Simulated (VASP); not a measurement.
# SiC3 (P-6m2) in VASP: notebook

Runs on SiC3. Level: PBE. Tasks: single point.

Program: VASP 6.6.1. These are calculated values, not measurements. Logs are shortened: lines on timing, memory, paths and dates and some standing lists are left out, and cuts for length are marked.

### Step 1. The cell of the first run

The structure is hexagonal, space group P-6m2 (No. 187). The conventional cell has a = 2.517 Å, b = 2.517 Å, c = 6.556 Å, α = 90.00°, β = 90.00°, γ = 120.00°. Within 3.3 Å of Si (site symmetry -6m2) lie 6 Si at 2.52 Å and 8 C at 2.82 to 3.28 Å. Within 2.2 Å of C (site symmetry 3m) lie 4 C at 1.69 to 1.71 Å. C (site symmetry -6m2) has 6 C at 1.69 Å within 2.2 Å.

### Step 2. Single point, PBE

Contents of INCAR:

```
SYSTEM = SiC3
PREC = Accurate
ENCUT = 520
EDIFF = 1E-6
ISMEAR = 0
SIGMA = 0.1
LREAL = .FALSE.
LASPH = .TRUE.
NELM = 60
ALGO = Normal
ISIF = 2
LWAVE = .FALSE.
LCHARG = .FALSE.
GGA = PE
NBANDS = 16
```

Contents of KPOINTS:

```
regular mesh
0
G
  6 6 2
  0 0 0
```

Contents of POSCAR:

```
SiC3
1.0
    2.5165214681      0.0000000027      0.0000000000
   -1.2582607364      2.1793715191      0.0000000000
    0.0000000000      0.0000000000      6.5557967142
Si C
1 3
Direct
    0.6666666667      0.3333333333      0.5000000000
    0.3333333333      0.6666666667      0.8692151188
    0.3333333333      0.6666666667      0.1307848812
    0.6666666667      0.3333333333      0.0000000000
```

Potentials or basis: VASP PAW PBE potentials, release 64 (Si, C).

Run with:

```sh
> cat potpaw_PBE.64/Si/POTCAR potpaw_PBE.64/C/POTCAR > POTCAR
> mpirun -np 1 vasp_std > vasp.out
```

OUTCAR:

```text
SYSTEM = SiC3
   PREC = Accurate
   ENCUT = 520
   EDIFF = 1E-6
   ISMEAR = 0
   LREAL = .FALSE.
   LASPH = .TRUE.
   NELM = 60
   ISIF = 2
   GGA = PE

 ion  position               nearest neighbor table
   1  0.667  0.333  0.500-
   2  0.333  0.667  0.869-   4 1.69   4 1.69   4 1.69   3 1.71
   3  0.333  0.667  0.131-   4 1.69   4 1.69   4 1.69   2 1.71
   4  0.667  0.333  0.000-   2 1.69   3 1.69   2 1.69   3 1.69   2 1.69   3 1.69

  LATTYP: Found a hexagonal cell.
 ALAT       =     2.5165214681
 C/A-ratio  =     2.6051026376

  Lattice vectors:

 A1 = (   2.5165214681,   0.0000000027,   0.0000000000)
 A2 = (  -1.2582607364,   2.1793715191,   0.0000000000)
 A3 = (   0.0000000000,   0.0000000000,   6.5557967142)

Analysis of symmetry for initial positions (statically):
=====================================================================
 Subroutine PRICEL returns:
 Original cell was already a primitive cell.

 Routine SETGRP: Setting up the symmetry group for a
 hexagonal supercell.

 Subroutine GETGRP returns: Found 12 space group operations
 (whereof 12 operations were pure point group operations)
 out of a pool of 24 trial point group operations.

The static configuration has the point symmetry D_3h.

Analysis of symmetry for dynamics (positions and initial velocities):
=====================================================================
 Subroutine PRICEL returns:
 Original cell was already a primitive cell.

 Routine SETGRP: Setting up the symmetry group for a
 hexagonal supercell.

 Subroutine GETGRP returns: Found 12 space group operations
 (whereof 12 operations were pure point group operations)
 out of a pool of 24 trial point group operations.

The dynamic configuration has the point symmetry D_3h.

 Subroutine INISYM returns: Found 12 space group operations
 (whereof 12 operations are pure point group operations),
 and found     1 'primitive' translations

----------------------------------------------------------------------------------------

                                     Primitive cell

  volume of cell :      35.9548

  direct lattice vectors                    reciprocal lattice vectors
     2.516521468  0.000000003  0.000000000     0.397373920  0.229423940  0.000000000
    -1.258260736  2.179371519  0.000000000    -0.000000000  0.458847879  0.000000000
     0.000000000  0.000000000  6.555796714     0.000000000  0.000000000  0.152536762

  length of vectors
     2.516521468  2.516521468  6.555796714     0.458847879  0.458847879  0.152536762

  position of ions in fractional coordinates (direct lattice)
     0.666666667  0.333333333  0.500000000
     0.333333333  0.666666667  0.869215119
     0.333333333  0.666666667  0.130784881
     0.666666667  0.333333333  0.000000000

  ion indices of the primitive-cell ions
   primitive index   ion index
                 1           1
                 2           2
                 3           3
                 4           4

----------------------------------------------------------------------------------------

 KPOINTS: regular mesh

Automatic generation of k-mesh.
 Grid dimensions read from file:
 generate k-points for:    6    6    2

 Generating k-lattice:

  Cartesian coordinates                     Fractional coordinates (reciprocal lattice)
     0.066228987  0.038237323  0.000000000     0.166666667  0.000000000  0.000000000
    -0.000000000  0.076474647  0.000000000    -0.000000000  0.166666667  0.000000000
     0.000000000  0.000000000  0.076268381     0.000000000  0.000000000  0.500000000

  Length of vectors
     0.076474647  0.076474647  0.076268381

  Shift w.r.t. Gamma in fractional coordinates (k-lattice)
     0.000000000  0.000000000  0.000000000

 Subroutine IBZKPT returns following result:
 ===========================================

 Found     14 irreducible k-points:

 Following reciprocal coordinates:
            Coordinates               Weight
  0.000000  0.000000  0.000000      1.000000
  0.166667 -0.000000  0.000000      6.000000
  0.333333  0.000000  0.000000      6.000000
  0.500000  0.000000  0.000000      3.000000
  0.166667  0.166667  0.000000      6.000000
  0.333333  0.166667  0.000000     12.000000
  0.333333  0.333333  0.000000      2.000000
  0.000000  0.000000  0.500000      1.000000
  0.166667 -0.000000  0.500000      6.000000
  0.333333  0.000000  0.500000      6.000000
  0.500000  0.000000  0.500000      3.000000
  0.166667  0.166667  0.500000      6.000000
  0.333333  0.166667  0.500000     12.000000
  0.333333  0.333333  0.500000      2.000000
   k-points           NKPTS =     14   k-points in BZ     NKDIM =     14   number of bands    NBANDS=     16
   number of dos      NEDOS =    301   number of ions     NIONS =      4
   total plane-waves  NPLWV =  20000
   dimension x,y,z NGX =    20 NGY =   20 NGZ =   50
   dimension x,y,z NGXF=    40 NGYF=   40 NGZF=  100
   ions per type =               1   3
   NGX,Y,Z   is equivalent  to a cutoff of  13.21, 13.21, 12.68 a.u.
   NGXF,Y,Z  is equivalent  to a cutoff of  26.42, 26.42, 25.36 a.u.
 SYSTEM =  SiC3
   PREC   = accura    normal or accurate (medium, high low for compatibility)
   ISTART =      0    job   : 0-new  1-cont  2-samecut
   ICHARG =      2    charge: 1-file 2-atom 10-const
   ISPIN  =      1    spin polarized calculation?
   LNONCOLLINEAR =      F non collinear calculations
   LSORBIT =      F    spin-orbit coupling
   LASPH  =      T    aspherical Exc in radial PAW
   ENCUT  =  520.0 eV  38.22 Ry    6.18 a.u.   4.68  4.68 12.19*2*pi/ulx,y,z
   NELM   =     60;   NELMIN=  2; NELMDL= -5     # of ELM steps
   EDIFF  = 0.1E-05   stopping-criterion for ELM
   LREAL  =      F    real-space projection
[... 7 lines left out ...]
   TEBEG  =    0.0;   TEEND  =   0.0 temperature during run
   PSTRESS=    0.0 pullay stress
   NELECT =      16.0000    total number of electrons
   NUPDOWN=      -1.0000    fix difference up-down
   EMIN   =  10.00;   EMAX   =-10.00  energy-range for DOS
   EFERMI =   0.00;   METHOD = LEGACY
   ISMEAR =     0;   SIGMA  =   0.10  broadening in eV -4-tet -1-fermi 0-gaus
   EFERMI_NEDOS =   21; number of points for ismear=-14 and -15
   IALGO  =     38    algorithm
   IMIX   =      4    mixing-type and parameters
     AMIX     =   0.40;   BMIX     =  1.00
     AMIX_MAG =   1.60;   BMIX_MAG =  1.00
  volume/ion in A,a.u.               =       8.99        60.66
  Fermi-wavevector in a.u.,A,eV,Ry     =   1.249863  2.361898 21.254439  1.562157
  Thomas-Fermi vector in A             =   2.383884
   LORBIT       =      0    0 simple, 1 ext, 2 COOP (PROOUT), +10 PAW based schemes
   GGA     = PE    functional components
   LHFCALC =     F    Hartree Fock is set to
   AEXX    =    0.0000 exact exchange contribution
   IVDW    =     0    specifies the selected vdW correction
   LEPSILON=     F    determine dielectric tensor
   LRPA    =     F    only Hartree local field effects (RPA)
 non-spin polarized calculation
 Gauss-broadening in eV      SIGMA  =   0.10
  energy-cutoff  :      520.00
  volume of cell :       35.95
 maximum number of plane-waves:       985
 NGX is ok and might be reduce to    20
   NGX =  9   NGY =  9   NGZ = 25

 number of electron      16.0000000 magnetization

 Free energy of the ion-electron system (eV)
  ---------------------------------------------------
  ext. energy  EPLUGINS =         0.00000000
  ---------------------------------------------------
  free energy    TOTEN  =       -24.33524129 eV

  energy without entropy =      -24.33226798  energy(sigma->0) =      -24.33375463

 E-fermi :   8.8033     XC(G=0): -11.7615

 val. band max:        8.5552734828   @ k =   0.3333   0.1667   0.5000
 cond. band min:       8.8715859539   @ k =   0.3333   0.0000   0.0000
 fundamental gap:      0.3163124711
 Fermi energy:         8.8032783675

 k-point     1 :       0.0000    0.0000    0.0000
  band No.  band energies     occupation
      1     -13.5358      2.00000
      2      -4.9156      2.00000
      3      -4.3940      2.00000
      4       3.6680      2.00000
      5       4.6282      2.00000
      6       5.5919      2.00000
[... 8 lines left out ...]
     15      21.1606      0.00000
     16      22.3760      0.00000

 k-point     2 :       0.1667   -0.0000    0.0000
  band No.  band energies     occupation
      1     -12.8651      2.00000
      2      -4.2295      2.00000
      3      -3.5624      2.00000
      4       2.3057      2.00000
      5       4.4378      2.00000
      6       4.4635      2.00000
[... 8 lines left out ...]
     15      19.1859      0.00000
     16      19.7146      0.00000

 k-point     3 :       0.3333    0.0000    0.0000
  band No.  band energies     occupation
      1     -10.9210      2.00000
      2      -2.5696      2.00000
      3      -2.2349      2.00000
      4      -1.0437      2.00000
      5       2.8621      2.00000
      6       5.3285      2.00000
[... 8 lines left out ...]
     15      17.3207      0.00000
     16      18.4084      0.00000

 k-point     4 :       0.5000    0.0000    0.0000
  band No.  band energies     occupation
      1      -8.7715      2.00000
      2      -5.7924      2.00000
      3       0.1058      2.00000
      4       2.2522      2.00000
      5       2.3430      2.00000
      6       2.4152      2.00000
[... 8 lines left out ...]
     15      16.3870      0.00000
     16      18.4533      0.00000
[... 134 lines left out ...]
 k-point    12 :       0.1667    0.1667    0.5000
  band No.  band energies     occupation
      1     -11.5479      2.00000
      2      -3.4673      2.00000
      3      -0.6694      2.00000
      4      -0.6274      2.00000
      5       1.9139      2.00000
      6       3.0668      2.00000
[... 8 lines left out ...]
     15      17.5740      0.00000
     16      19.6385      0.00000

 k-point    13 :       0.3333    0.1667    0.5000
  band No.  band energies     occupation
      1      -9.1710      2.00000
      2      -4.4072      2.00000
      3      -0.7393      2.00000
      4       0.1117      2.00000
      5       2.1431      2.00000
      6       3.8233      2.00000
[... 8 lines left out ...]
     15      17.2794      0.00000
     16      18.9229      0.00000

 k-point    14 :       0.3333    0.3333    0.5000
  band No.  band energies     occupation
      1      -7.6056      2.00000
      2      -5.1375      2.00000
      3      -2.2571      2.00000
      4       1.5675      2.00000
      5       2.1949      2.00000
      6       4.8352      2.00000
[... 8 lines left out ...]
     15      18.1867      0.00000
     16      18.7242      0.00000

------------------------ aborting loop because EDIFF is reached ----------------------------------------

  FORCE on cell =-STRESS in cart. coord.  units (eV):
  Direction    XX          YY          ZZ          XY          YZ          ZX
  --------------------------------------------------------------------------------------
  -------------------------------------------------------------------------------------
  Total        0.0296491      0.0296491      0.0587905     -0.0000000     -0.0000000      0.0000000
  in kB        1.3211873      1.3211873      2.6197546     -0.0000000     -0.0000000      0.0000000
  external PRESSURE =       1.7540430 kB  Pullay stress =       0.0000000 kB

 VOLUME and BASIS-vectors are now :
 -----------------------------------------------------------------------------
  energy-cutoff  :      520.00
  volume of cell :       35.95
      direct lattice vectors                 reciprocal lattice vectors
     2.516521468  0.000000003  0.000000000     0.397373920  0.229423940  0.000000000
    -1.258260736  2.179371519  0.000000000    -0.000000000  0.458847879  0.000000000
     0.000000000  0.000000000  6.555796714     0.000000000  0.000000000  0.152536762

 POSITION                                       TOTAL-FORCE (eV/Angst)
 -----------------------------------------------------------------------------------
      1.25826      0.72646      3.27790         0.000000      0.000000      0.000000
     -0.00000      1.45291      5.69840         0.000000      0.000000     -0.039067
     -0.00000      1.45291      0.85740         0.000000     -0.000000      0.039067
      1.25826      0.72646      0.00000        -0.000000      0.000000      0.000000
 -----------------------------------------------------------------------------------
    total drift:                                0.000000     -0.000000     -0.000000

  FREE ENERGIE OF THE ION-ELECTRON SYSTEM (eV)
  ---------------------------------------------------
  free  energy   TOTEN  =       -24.3352412853 eV

  energy  without entropy=      -24.3322679841  energy(sigma->0) =      -24.33375463
```

Wall time 7.2 s (1 thread of Intel Xeon 8259CL, shared host); peak memory 0.14 GiB.

What came out:

```yaml
Free_energy: -24.3352 eV
Pressure: 0.2 GPa
Largest_force: 0.039 eV/Å
Band_gap_on_the_k_mesh: zero (bands 8 and 9 overlap by 6.32 eV)
```

Forces in eV/Å, atoms in the order of the input:
```
Si   0.000  0.000  0.000
C    0.000  0.000 -0.039
C    0.000  0.000  0.039
C    0.000  0.000  0.000
```

Caveat: the k points lie up to 0.48 Å⁻¹ apart, too coarse for converged energies and pressures of a metal.

### Step 3. Single point, PBE

This run uses another cell than the first one, of 13.41 Å³/atom.

Contents of INCAR:

```
PREC     = Accurate       # precision mode
ENCUT    = 520            # plane-wave cutoff, eV
EDIFF    = 1E-7           # SCF threshold, eV
ISMEAR   = 0              # smearing method
SIGMA    = 0.1            # smearing width, eV
LREAL    = F              # projectors in reciprocal space
LASPH    = T              # aspherical terms in the spheres
NELM     = 80             # most SCF steps
ALGO     = Normal         # electronic algorithm
ISIF     = 2              # what is computed and relaxed
LWAVE    = F              # write WAVECAR
LCHARG   = F              # write CHGCAR
GGA      = PE             # functional
NBANDS   = 16             # bands
```

Contents of KPOINTS:

```
Automatic mesh
0
Gamma
  6 6 2
```

Contents of POSCAR:

```
SiC3
1.0
    2.6566235900      0.0000000000      0.0000000000
   -1.3283118000      2.3007035200      0.0000000000
    0.0000000000      0.0000000000      8.7757671300
Si C
1 3
Direct
    0.6666666700      0.3333333300      0.5000000000
    0.3333333300      0.6666666700      0.7500000000
    0.3333333300      0.6666666700      0.2500000000
    0.6666666700      0.3333333300      0.0000000000
```

Potentials or basis: VASP PAW PBE potentials, release 64 (Si, C).

Run with:

```sh
> cat potpaw_PBE.64/Si/POTCAR potpaw_PBE.64/C/POTCAR > POTCAR
> mpirun -np 1 vasp_std > vasp.out
```

Wall time 11 s (1 thread of Intel Xeon 8259CL, shared host); peak memory 0.16 GiB.

Results (log left out):

| Property | Result |
| --- | --- |
| Free energy | -16.7966 eV |
| Pressure | -23.4 GPa |
| Largest force | 0.106 eV/Å |
| Band gap on the k mesh | zero (bands 8 and 9 overlap by 5.46 eV) |

Forces on the atoms (eV/Å):
```
Si   0.000  0.000  0.000
C    0.000  0.000  0.106
C    0.000  0.000 -0.106
C    0.000  0.000  0.000
```

Stress tensor (GPa, compression positive):
```
-20.37   0.00   0.00
  0.00 -20.37   0.00
  0.00   0.00 -29.48
```

Levels at points of the mesh, in eV from the Fermi level:
```csv
k point,band 6,band 7,band 8,band 9,band 10,band 11
"(0.00, 0.00, 0.00)",0.39,0.89,3.53,3.53,3.77,3.77
"(0.50, 0.00, 0.00)",-3.99,-2.52,-1.38,-0.77,1.53,1.70
"(0.00, 0.00, 0.50)",-2.46,3.03,3.55,3.55,3.73,3.73
"(0.50, 0.00, 0.50)",-3.87,-2.77,-2.30,0.67,1.11,1.77
```

Caveat: the k points lie up to 0.46 Å⁻¹ apart, too coarse for converged energies and pressures of a metal.

### Step 4. Single point, PBE

This run uses another cell than the first one, of 8.92 Å³/atom.

Contents of INCAR:

```
  PREC = Accurate
  ENCUT = 520
  EDIFF = 1E-6
  ISMEAR = 0
  SIGMA = 0.1
  LREAL = False
  LASPH = True
  NELM = 60
  ALGO = Normal
  ISIF = 2
  LWAVE = False
  LCHARG = True
  GGA = PE
  LELF = True
  LVHAR = True
  NBANDS = 16
```

Contents of KPOINTS:

```
regular mesh
0
Gamma
  6 6 4
```

Contents of POSCAR:

```
SiC3
1.0
    2.5135713951      0.0000000000      0.0000000000
   -1.2567856975      2.1768166824      0.0000000000
    0.0000000000      0.0000000000      6.5242364222
Si C
1 3
Direct
    0.6666666667      0.3333333333      0.5000000000
    0.3333333333      0.6666666667      0.8684130907
    0.3333333333      0.6666666667      0.1315869093
    0.6666666667      0.3333333333      0.0000000000
```

Run with:

```sh
> cat potpaw_PBE.64/Si/POTCAR potpaw_PBE.64/C/POTCAR > POTCAR
> mpirun -np 1 vasp_std > vasp.out
```

Run time: 10 s. Hardware: 1 thread of Intel Xeon 8259CL, shared host; peak memory 0.15 GiB.

It converged, with:

```
Free energy            : -24.3418 eV
Pressure               : 0.2 GPa
Largest force          : 0.039 eV/Å
Band gap on the k mesh : zero (bands 8 and 9 overlap by 6.21 eV)
```

Forces on the atoms (eV/Å):
```
Si   0.000  0.000  0.000
C    0.000  0.000 -0.039
C    0.000  0.000  0.039
C    0.000  0.000  0.000
```

Levels at points of the mesh, in eV from the Fermi level:
```
           k point  band 5  band 6  band 7  band 8  band 9  band 10  band 11  band 12
(0.00, 0.00, 0.00)   -4.28   -3.33   -3.33    3.79    3.79     4.47     4.73     4.73
(0.50, 0.00, 0.00)   -6.63   -6.48   -5.35   -1.49    1.69     1.78     2.48     3.98
(0.00, 0.00, 0.50)   -3.33   -3.33    0.61    0.93    3.78     3.78     4.74     4.74
(0.50, 0.00, 0.50)   -6.68   -4.77   -4.63   -3.64    0.92     1.75     2.98     5.14
```

Caveat: the k points lie up to 0.48 Å⁻¹ apart, too coarse for converged energies and pressures of a metal.

### Step 5. Overview

| cell | k mesh | gap on the mesh (eV) | pressure (GPa) | largest force (eV/Å) |
| --- | --- | --- | --- | --- |
| a = 2.517, b = 2.517, c = 6.556 Å, angles 90.0, 90.0, 120.0°, 4 atoms, atomic positions A | 6 × 6 × 2 | none | 0.2 | 0.04 |
| a = 2.657, b = 2.657, c = 8.776 Å, angles 90.0, 90.0, 120.0°, 4 atoms, atomic positions B | 6 × 6 × 2 | none | -23.4 | 0.11 |
| a = 2.514, b = 2.514, c = 6.524 Å, angles 90.0, 90.0, 120.0°, 4 atoms, atomic positions C | 6 × 6 × 4 | none | 0.2 | 0.04 |

Alike in all rows: task single point; level PBE; potentials or basis VASP PAW PBE potentials, release 64 (Si, C); no spin polarisation; cutoff (eV) 520; smearing gaussian 0.1 eV.

Caveats: all runs use coarse meshes.

Absolute energies hang on the potentials; compare differences alone.

The gap in the log of VASP goes by the Fermi energy; the results here count the filled bands.